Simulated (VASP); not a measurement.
# ZnSe (F-43m) in VASP: a series of runs, part 2 of 2

VASP 6.6.1. Earlier steps stand in the parts before.

### Step 3. Single point, LDA

INCAR reads:

```
SYSTEM = ZnSe
PREC = Accurate ; ENCUT = 520
EDIFF = 1E-7 ; ISMEAR = 0
SIGMA = 0.01 ; LREAL = .False.
LASPH = .True. ; NELM = 80
ALGO = Normal ; ISIF = 2
LWAVE = .False. ; LCHARG = .True.
GGA = CA ; LELF = .True.
LVHAR = .True. ; NBANDS = 16
```

KPOINTS reads:

```
Automatic mesh
0
Gamma
  8 8 8
  0 0 0
```

POSCAR reads:

```
ZnSe
1.0
    0.0000000000      2.7837680022      2.7837680022
    2.7837680022      0.0000000000      2.7837680022
    2.7837680022      2.7837680022      0.0000000000
Zn Se
1 1
Direct
    0.0000000000      0.0000000000      0.0000000000
    0.7500000000      0.7500000000      0.7500000000
```

Potentials or basis: VASP PAW LDA potentials, release 64 (Zn, Se).

Launch:

```bash
cat potpaw_LDA.64/Zn/POTCAR potpaw_LDA.64/Se/POTCAR > POTCAR
mpirun -np 1 vasp_std > vasp.out
```

OUTCAR:

```text
SYSTEM = ZnSe
   PREC = Accurate
   ENCUT = 520
   EDIFF = 1E-7
   ISMEAR = 0
   LREAL = .False.
   LASPH = .True.
   NELM = 80
   ISIF = 2
   GGA = CA

 ion  position               nearest neighbor table
   1  0.000  0.000  0.000-   2 2.41   2 2.41   2 2.41   2 2.41
   2  0.750  0.750  0.750-   1 2.41   1 2.41   1 2.41   1 2.41

  LATTYP: Found a face centered cubic cell.
 ALAT       =     5.5675360044

  Lattice vectors:

 A1 = (   0.0000000000,   2.7837680022,   2.7837680022)
 A2 = (   2.7837680022,   0.0000000000,   2.7837680022)
 A3 = (   2.7837680022,   2.7837680022,   0.0000000000)

Analysis of symmetry for initial positions (statically):
=====================================================================
 Subroutine PRICEL returns:
 Original cell was already a primitive cell.

 Routine SETGRP: Setting up the symmetry group for a
 face centered cubic supercell.

 Subroutine GETGRP returns: Found 24 space group operations
 (whereof 24 operations were pure point group operations)
 out of a pool of 48 trial point group operations.

The static configuration has the point symmetry T_d .

Analysis of symmetry for dynamics (positions and initial velocities):
=====================================================================
 Subroutine PRICEL returns:
 Original cell was already a primitive cell.

 Routine SETGRP: Setting up the symmetry group for a
 face centered cubic supercell.

 Subroutine GETGRP returns: Found 24 space group operations
 (whereof 24 operations were pure point group operations)
 out of a pool of 48 trial point group operations.

The dynamic configuration has the point symmetry T_d .

 Subroutine INISYM returns: Found 24 space group operations
 (whereof 24 operations are pure point group operations),
 and found     1 'primitive' translations

----------------------------------------------------------------------------------------

                                     Primitive cell

  volume of cell :      43.1449

  direct lattice vectors                    reciprocal lattice vectors
     0.000000000  2.783768002  2.783768002    -0.179612669  0.179612669  0.179612669
     2.783768002  0.000000000  2.783768002     0.179612669 -0.179612669  0.179612669
     2.783768002  2.783768002  0.000000000     0.179612669  0.179612669 -0.179612669

  length of vectors
     3.936842463  3.936842463  3.936842463     0.311098268  0.311098268  0.311098268

  position of ions in fractional coordinates (direct lattice)
     0.000000000  0.000000000  0.000000000
     0.750000000  0.750000000  0.750000000

  ion indices of the primitive-cell ions
   primitive index   ion index
                 1           1
                 2           2

----------------------------------------------------------------------------------------

 KPOINTS: Automatic mesh

Automatic generation of k-mesh.
 Grid dimensions read from file:
 generate k-points for:    8    8    8

 Generating k-lattice:

  Cartesian coordinates                     Fractional coordinates (reciprocal lattice)
    -0.022451584  0.022451584  0.022451584     0.125000000  0.000000000  0.000000000
     0.022451584 -0.022451584  0.022451584     0.000000000  0.125000000  0.000000000
     0.022451584  0.022451584 -0.022451584     0.000000000  0.000000000  0.125000000

  Length of vectors
     0.038887283  0.038887283  0.038887283

  Shift w.r.t. Gamma in fractional coordinates (k-lattice)
     0.000000000  0.000000000  0.000000000

 Subroutine IBZKPT returns following result:
 ===========================================

 Found     29 irreducible k-points:

 Following reciprocal coordinates:
            Coordinates               Weight
  0.000000  0.000000  0.000000      1.000000
  0.125000  0.000000  0.000000      8.000000
  0.250000  0.000000  0.000000      8.000000
  0.375000  0.000000  0.000000      8.000000
  0.500000  0.000000  0.000000      4.000000
  0.125000  0.125000  0.000000      6.000000
[... 16 lines left out ...]
  0.500000  0.250000  0.125000     48.000000
 -0.375000  0.250000  0.125000     24.000000
 [... further k-points ...]
   k-points           NKPTS =     29   k-points in BZ     NKDIM =     29   number of bands    NBANDS=     16
   number of dos      NEDOS =    301   number of ions     NIONS =      2
   total plane-waves  NPLWV =  27000
   dimension x,y,z NGX =    30 NGY =   30 NGZ =   30
   dimension x,y,z NGXF=    60 NGYF=   60 NGZF=   60
   ions per type =               1   1
   NGX,Y,Z   is equivalent  to a cutoff of  12.67, 12.67, 12.67 a.u.
   NGXF,Y,Z  is equivalent  to a cutoff of  25.34, 25.34, 25.34 a.u.
 SYSTEM =  ZnSe
   PREC   = accura    normal or accurate (medium, high low for compatibility)
   ISTART =      0    job   : 0-new  1-cont  2-samecut
   ICHARG =      2    charge: 1-file 2-atom 10-const
   ISPIN  =      1    spin polarized calculation?
   LNONCOLLINEAR =      F non collinear calculations
   LSORBIT =      F    spin-orbit coupling
   LASPH  =      T    aspherical Exc in radial PAW
   ENCUT  =  520.0 eV  38.22 Ry    6.18 a.u.   7.32  7.32  7.32*2*pi/ulx,y,z
   NELM   =     80;   NELMIN=  2; NELMDL= -5     # of ELM steps
   EDIFF  = 0.1E-06   stopping-criterion for ELM
   LREAL  =      F    real-space projection
   EDIFFG = 0.1E-05   stopping-criterion for IOM
   NSW    =      0    number of steps for IOM
   IBRION =     -1    ionic relax: 0-MD 1-quasi-New 2-CG
   NFREE  =      0    steps in history (QN), initial steepest desc. (CG)
   ISIF   =      2    stress and relaxation
   ISYM   =      2    0-nonsym 1-usesym 2-fastsym
   POTIM  = 0.5000    time-step for ionic-motion
   TEBEG  =    0.0;   TEEND  =   0.0 temperature during run
   PSTRESS=    0.0 pullay stress
   NELECT =      18.0000    total number of electrons
   NUPDOWN=      -1.0000    fix difference up-down
   EMIN   =  10.00;   EMAX   =-10.00  energy-range for DOS
   EFERMI =   0.00;   METHOD = LEGACY
   ISMEAR =     0;   SIGMA  =   0.01  broadening in eV -4-tet -1-fermi 0-gaus
   EFERMI_NEDOS =   21; number of points for ismear=-14 and -15
   IALGO  =     38    algorithm
   IMIX   =      4    mixing-type and parameters
     AMIX     =   0.40;   BMIX     =  1.00
     AMIX_MAG =   1.60;   BMIX_MAG =  1.00
  volume/ion in A,a.u.               =      21.57       145.58
  Fermi-wavevector in a.u.,A,eV,Ry     =   1.223271  2.311647 20.359644  1.496392
  Thomas-Fermi vector in A             =   2.358388
   LORBIT       =      0    0 simple, 1 ext, 2 COOP (PROOUT), +10 PAW based schemes
   GGA     = CA    functional components
   LHFCALC =     F    Hartree Fock is set to
   AEXX    =    0.0000 exact exchange contribution
   IVDW    =     0    specifies the selected vdW correction
   LEPSILON=     F    determine dielectric tensor
   LRPA    =     F    only Hartree local field effects (RPA)
 non-spin polarized calculation
 Gauss-broadening in eV      SIGMA  =   0.01
  energy-cutoff  :      520.00
  volume of cell :       43.14
 maximum number of plane-waves:      1211
 NGX is ok and might be reduce to    30
   NGX = 15   NGY = 15   NGZ = 15

 number of electron      17.9999987 magnetization

 Free energy of the ion-electron system (eV)
  ---------------------------------------------------
  ext. energy  EPLUGINS =         0.00000000
  ---------------------------------------------------
  free energy    TOTEN  =        -7.37172256 eV

  energy without entropy =       -7.37172256  energy(sigma->0) =       -7.37172256

 E-fermi :   2.1083     XC(G=0):  -9.9379

 val. band max:        1.9919914912   @ k =   0.0000   0.0000   0.0000
 cond. band min:       3.2817421167   @ k =   0.0000   0.0000   0.0000
 fundamental gap:      1.2897506255
 Fermi energy:         2.1082512178

 k-point     1 :       0.0000    0.0000    0.0000
  band No.  band energies     occupation
      1     -11.6548      2.00000
      2      -4.8938      2.00000
      3      -4.8938      2.00000
      4      -4.8938      2.00000
      5      -4.4852      2.00000
      6      -4.4852      2.00000
[... 8 lines left out ...]
     15      13.5823      0.00000
     16      13.5823      0.00000

 k-point     2 :       0.1250    0.0000    0.0000
  band No.  band energies     occupation
      1     -11.5428      2.00000
      2      -4.8900      2.00000
      3      -4.8763      2.00000
      4      -4.8763      2.00000
      5      -4.4870      2.00000
      6      -4.4870      2.00000
[... 8 lines left out ...]
     15      12.6934      0.00000
     16      12.7383      0.00000
[... 387 lines left out ...]
      5      -4.4727      2.00000
      6      -4.4160      2.00000
[... 8 lines left out ...]
     15      14.6822      0.00000
     16      15.7687      0.00000

 k-point    24 :      -0.3750    0.2500    0.1250
  band No.  band energies     occupation
      1     -10.6167      2.00000
      2      -4.7848      2.00000
      3      -4.7396      2.00000
      4      -4.5262      2.00000
      5      -4.4781      2.00000
      6      -4.2461      2.00000
[... 8 lines left out ...]
     15      14.7904      0.00000
     16      15.6712      0.00000

 [... further k-points ...]
[... 5 lines left out ...]
  --------------------------------------------------------------------------------------
  -------------------------------------------------------------------------------------
  Total        0.1002568      0.1002568      0.1002568      0.0000000      0.0000000      0.0000000
  in kB        3.7230193      3.7230193      3.7230193      0.0000000      0.0000000      0.0000000
  external PRESSURE =       3.7230193 kB  Pullay stress =       0.0000000 kB

 VOLUME and BASIS-vectors are now :
 -----------------------------------------------------------------------------
  energy-cutoff  :      520.00
  volume of cell :       43.14
      direct lattice vectors                 reciprocal lattice vectors
     0.000000000  2.783768002  2.783768002    -0.179612669  0.179612669  0.179612669
     2.783768002  0.000000000  2.783768002     0.179612669 -0.179612669  0.179612669
     2.783768002  2.783768002  0.000000000     0.179612669  0.179612669 -0.179612669

 POSITION                                       TOTAL-FORCE (eV/Angst)
 -----------------------------------------------------------------------------------
      0.00000      0.00000      0.00000        -0.000000     -0.000000     -0.000000
      4.17565      4.17565      4.17565         0.000000      0.000000      0.000000
 -----------------------------------------------------------------------------------
    total drift:                                0.000000      0.000000     -0.000000

  FREE ENERGIE OF THE ION-ELECTRON SYSTEM (eV)
  ---------------------------------------------------
  free  energy   TOTEN  =        -7.3717225568 eV

  energy  without entropy=       -7.3717225568  energy(sigma->0) =       -7.37172256
```

OSZICAR:

```text
N       E                     dE             d eps       ncg     rms          rms(c)
DAV:   1     0.866572055518E+02    0.86657E+02   -0.87482E+03   928   0.129E+03
DAV:   2    -0.191970290654E+01   -0.88577E+02   -0.83290E+02  1040   0.254E+02
DAV:   3    -0.763563247592E+01   -0.57159E+01   -0.56914E+01  1120   0.634E+01
DAV:   4    -0.768366225740E+01   -0.48030E-01   -0.48024E-01  1144   0.604E+00
DAV:   5    -0.768389849129E+01   -0.23623E-03   -0.23623E-03  1136   0.391E-01    0.529E+00
DAV:   6    -0.740351356980E+01    0.28038E+00   -0.55627E-01  1352   0.256E+01    0.399E+00
DAV:   7    -0.737680198126E+01    0.26712E-01   -0.15593E-01  1104   0.384E+00    0.166E+00
DAV:   8    -0.737226983577E+01    0.45321E-02   -0.34351E-03  1424   0.813E-01    0.423E-01
DAV:   9    -0.737171304694E+01    0.55679E-03   -0.93016E-04  1072   0.255E-01    0.579E-02
DAV:  10    -0.737173219268E+01   -0.19146E-04   -0.13253E-04  1312   0.126E-01    0.196E-02
DAV:  11    -0.737172252683E+01    0.96658E-05   -0.18791E-05  1424   0.673E-02    0.518E-03
DAV:  12    -0.737172253566E+01   -0.88326E-08   -0.29865E-06  1072   0.127E-02    0.141E-03
DAV:  13    -0.737172255685E+01   -0.21188E-07   -0.10904E-07   784   0.247E-03
   1 F= -.73717226E+01 E0= -.73717226E+01  d E =-.658439E-63
```

stdout:

```text
POSCAR found type information on POSCAR ZnSe
 POSCAR found :  2 types and       2 ions
 scaLAPACK will be used
 LDA part: xc-table for (Slater(with rela. corr.)+CA(PZ))
 , standard interpolation
 POSCAR, INCAR and KPOINTS ok, starting setup
 FFT: planning ... GRIDC
 FFT: planning ... GRID_SOFT
 FFT: planning ... GRID
 WAVECAR not read
 entering main loop
```

Run time: 24 s. Hardware: 1 thread of AMD EPYC 7R43 (Zen 3), shared host; peak memory 0.12 GiB.

What came out:

| Quantity | Value |
| --- | --- |
| Free energy | -7.3717 eV |
| Pressure | 0.4 GPa |
| Band gap on the k mesh | 1.29 eV, direct |

Levels at points of the mesh, in eV from the valence-band top:
| k point | band 7 | band 8 | band 9 | band 10 | band 11 | band 12 |
| --- | --- | --- | --- | --- | --- | --- |
| (0.00, 0.00, 0.00) | 0.00 | 0.00 | 0.00 | 1.29 | 5.68 | 5.68 |
| (0.50, 0.00, 0.00) | -5.64 | -0.96 | -0.96 | 2.47 | 6.27 | 6.27 |
| (0.50, 0.50, 0.00) | -5.07 | -2.40 | -2.40 | 2.69 | 3.31 | 10.93 |

### Step 4. Relaxation of cell and atoms, LDA

INCAR reads:

```
ALGO = Normal
EDIFF = 1E-6
EDIFFG = -0.001
ENCUT = 600
IBRION = 2
ISIF = 3
ISMEAR = 0
LASPH = T
LCHARG = F
LREAL = F
LWAVE = F
NELM = 100
NSW = 80
PREC = Accurate
SIGMA = 0.01
```

KPOINTS reads:

```
k-points
0
Gamma
  8 8 8
```

POSCAR is that of step 3.

Launch:

```bash
cat potpaw_LDA.64/Zn/POTCAR potpaw_LDA.64/Se/POTCAR > POTCAR
mpirun -np 1 vasp_std > vasp.out
```

It took 44 s on 1 thread of AMD EPYC 7R43 (Zen 3), shared host; peak memory 0.14 GiB.

The run converged. Its results:

```
Free energy                            : -7.3719 eV
Relaxed volume                         : 21.67 Å³/atom
Relaxed cell                           : a = 3.943 Å, b = 3.943 Å, c = 3.943 Å, α = 60.00°, β = 60.00°, γ = 60.00°
Space group after relaxing (to 0.05 Å) : F-43m (No. 216)
Energy gained by relaxing              : 0.1 meV/atom
Ionic steps                            : 5
Pressure after relaxing                : 0.0 GPa
Band gap on the k mesh                 : 1.27 eV, direct
```

Step by step:
| step | energy change (eV) | largest force (eV/Å) | pressure (GPa) | volume (Å³) |
| --- | --- | --- | --- | --- |
| 1 | 0.0000 | 0.0000 | 0.34 | 43.14 |
| 2 | -0.0002 | 0.0000 | -0.08 | 43.43 |
| 3 | -0.0002 | 0.0000 | -0.04 | 43.35 |
| 4 | -0.0002 | 0.0000 | 0.03 | 43.33 |
| 5 | -0.0002 | 0.0000 | 0.00 | 43.34 |

Final structure:
```
Zn Se
1.0
     0.00000    2.78798    2.78798
     2.78798    0.00000    2.78798
     2.78798    2.78798    0.00000
Zn Se
1 1
Direct
  0.00000 0.00000 0.00000
  0.75000 0.75000 0.75000
```

Levels at points of the mesh, in eV from the valence-band top:
```
           k point  band 5  band 6  band 7  band 8  band 9  band 10  band 11  band 12  band 13
(0.00, 0.00, 0.00)   -6.46   -6.46    0.00    0.00    0.00     1.27     5.69     5.69     5.69
(0.50, 0.00, 0.00)   -6.44   -6.29   -5.61   -0.95   -0.95     2.46     6.27     6.27     8.48
(0.50, 0.50, 0.00)   -6.41   -6.26   -5.05   -2.38   -2.38     2.70     3.32    10.89    11.43
```

A hybrid or GW would open this gap; LDA tends to underestimate it.

### Step 5. Relaxation of cell and atoms, LDA

This run uses another cell than the first one, of 22.76 Å³/atom, 1.055 times its volume.

INCAR reads:

```
PREC = Accurate ; ENCUT = 600
EDIFF = 1E-7 ; ISMEAR = 0
SIGMA = 0.02 ; LREAL = False
LASPH = True ; NELM = 80
ALGO = Normal ; ISIF = 3
LWAVE = False ; LCHARG = False
GGA = CA ; IBRION = 2
NSW = 100 ; EDIFFG = -0.005
```

KPOINTS reads:

```
Automatic mesh
0
Gamma
  8 8 8
```

POSCAR reads:

```
ZnSe
1.0
    0.0000000000      2.8338000000      2.8338000000
    2.8338000000      0.0000000000      2.8338000000
    2.8338000000      2.8338000000      0.0000000000
Zn Se
1 1
Direct
    0.0000000000      0.0000000000      0.0000000000
    0.7500000000      0.7500000000      0.7500000000
```

Launch:

```bash
cat potpaw_LDA.64/Zn/POTCAR potpaw_LDA.64/Se/POTCAR > POTCAR
mpirun -np 1 vasp_std > vasp.out
```

Wall time 43 s (1 thread of AMD EPYC 7R43 (Zen 3), shared host); peak memory 0.14 GiB.

It converged, with:

```
Free energy                            : -7.3723 eV
Relaxed volume                         : 21.67 Å³/atom
Relaxed cell                           : a = 3.943 Å, b = 3.943 Å, c = 3.943 Å, α = 60.00°, β = 60.00°, γ = 60.00°
Space group after relaxing (to 0.05 Å) : F-43m (No. 216)
Energy gained by relaxing              : 11.0 meV/atom
Ionic steps                            : 3
Pressure after relaxing                : 0.0 GPa
Band gap on the k mesh                 : 1.27 eV, direct
```

Step by step:
```tsv
step	energy change (eV)	largest force (eV/Å)	pressure (GPa)	volume (Å³)
1	0.0000	0.0000	-3.12	45.51
2	-0.0195	0.0000	1.17	42.66
3	-0.0220	0.0000	0.00	43.34
```

Final structure:
```yaml
crystal:
  lattice:
    - [0.00000, 2.78806, 2.78806]
    - [2.78806, 0.00000, 2.78806]
    - [2.78806, 2.78806, 0.00000]
  atoms:
    - { symbol: Zn, position: [0.00000, 0.00000, 0.00000] }
    - { symbol: Se, position: [0.75000, 0.75000, 0.75000] }
```

Levels at points of the mesh, in eV from the valence-band top:
```tsv
k point	band 6	band 7	band 8	band 9	band 10	band 11	band 12	band 13
(0.00, 0.00, 0.00)	-6.46	0.00	0.00	0.00	1.27	5.69	5.69	5.69
(0.50, 0.00, 0.00)	-6.29	-5.61	-0.95	-0.95	2.46	6.27	6.27	8.48
(0.50, 0.50, 0.00)	-6.26	-5.05	-2.38	-2.38	2.70	3.32	10.89	11.43
```

Expect the measured gap to be larger: semilocal functionals such as LDA lack the derivative discontinuity. Zero-point motion and thermal expansion aren't in these numbers.

### Step 6. Single point, LDA

This run uses another cell than the first one, of 19.02 Å³/atom, 0.882 times its volume.

INCAR reads:

```
PREC     = Accurate       # precision mode
ENCUT    = 520            # plane-wave cutoff, eV
EDIFF    = 1E-7           # SCF threshold, eV
ISMEAR   = 0              # smearing method
SIGMA    = 0.01           # smearing width, eV
LREAL    = F              # projectors in reciprocal space
LASPH    = T              # aspherical terms in the spheres
NELM     = 80             # most SCF steps
ALGO     = Normal         # electronic algorithm
ISIF     = 2              # what is computed and relaxed
LWAVE    = F              # write WAVECAR
LCHARG   = F              # write CHGCAR
GGA      = CA             # functional
NBANDS   = 16             # bands
```

KPOINTS is that of step 5.

POSCAR reads:

```
ZnSe
1.0
    0.0000000000      2.6694665044      2.6694665044
    2.6694665044      0.0000000000      2.6694665044
    2.6694665044      2.6694665044      0.0000000000
Zn Se
1 1
Direct
    0.0000000000      0.0000000000      0.0000000000
    0.7500000000      0.7500000000      0.7500000000
```

Potentials or basis: VASP PAW LDA potentials, release 64 (Zn, Se).

Launch:

```bash
cat potpaw_LDA.64/Zn/POTCAR potpaw_LDA.64/Se/POTCAR > POTCAR
mpirun -np 1 vasp_std > vasp.out
```

Wall time 11 s (1 thread of Intel Xeon Platinum 8488C (Sapphire Rapids), shared host); peak memory 0.14 GiB.

It converged, with:

| Quantity | Value |
| --- | --- |
| Free energy | -7.1863 eV |
| Pressure | 12.6 GPa |
| Band gap on the k mesh | 1.85 eV, direct |

Levels at points of the mesh, in eV from the valence-band top:
| k point | band 6 | band 7 | band 8 | band 9 | band 10 | band 11 | band 12 | band 13 |
| --- | --- | --- | --- | --- | --- | --- | --- | --- |
| (0.00, 0.00, 0.00) | -6.96 | 0.00 | 0.00 | 0.00 | 1.85 | 5.60 | 5.60 | 5.60 |
| (0.50, 0.00, 0.00) | -6.75 | -6.55 | -1.17 | -1.17 | 2.68 | 6.20 | 6.20 | 8.70 |
| (0.50, 0.50, 0.00) | -6.71 | -5.66 | -2.93 | -2.93 | 2.36 | 3.21 | 11.99 | 12.37 |

### Step 7. Overview

```tsv
task	cell	cutoff (eV)	smearing	gap on the mesh (eV)	pressure (GPa)	relaxed volume (Å³/atom)
single point	a = 3.937 Å, angles 60.0°, 2 atoms	520	gaussian 0.02 eV	1.29	0.4	-
single point	a = 3.937 Å, angles 60.0°, 2 atoms	520	gaussian 0.01 eV	1.29	0.4	-
relaxation of cell and atoms	relaxed from a = 3.937 Å, angles 60.0°, 2 atoms	600	gaussian 0.01 eV	1.27	0.0	21.67
relaxation of cell and atoms	relaxed from a = 4.008 Å, angles 60.0°, 2 atoms	600	gaussian 0.02 eV	1.27	0.0	21.67
single point	a = 3.775 Å, angles 60.0°, 2 atoms	520	gaussian 0.01 eV	1.85	12.6	-
```

Alike in all rows: level LDA; potentials or basis VASP PAW LDA potentials, release 64 (Zn, Se); no spin polarisation; k mesh 8 × 8 × 8.

Absolute energies hang on the potentials; compare differences alone.

### Step 8. Comparison with measurements

Step 2. A measured gap of ZnSe is 2.695 eV (an exciton energy, a little under the gap; 300 K; “Alloy Disordering Effects on the Thermal Conductivity and Energy Gap Temperature Dependence of Cd1−xZnxSe Ternary Crystals Grown by the Bridgman Method”, 2023, pmc:10253836); the calculated 1.29 eV misses it by -1.41 eV. So large a miss can be the level of theory's own, or it may mean another phase, state or a wrong row. Spin-orbit coupling on Se is left out. The value is that of LDA, without temperature or zero-point motion. Semilocal functionals fall short of measured gaps as a rule.
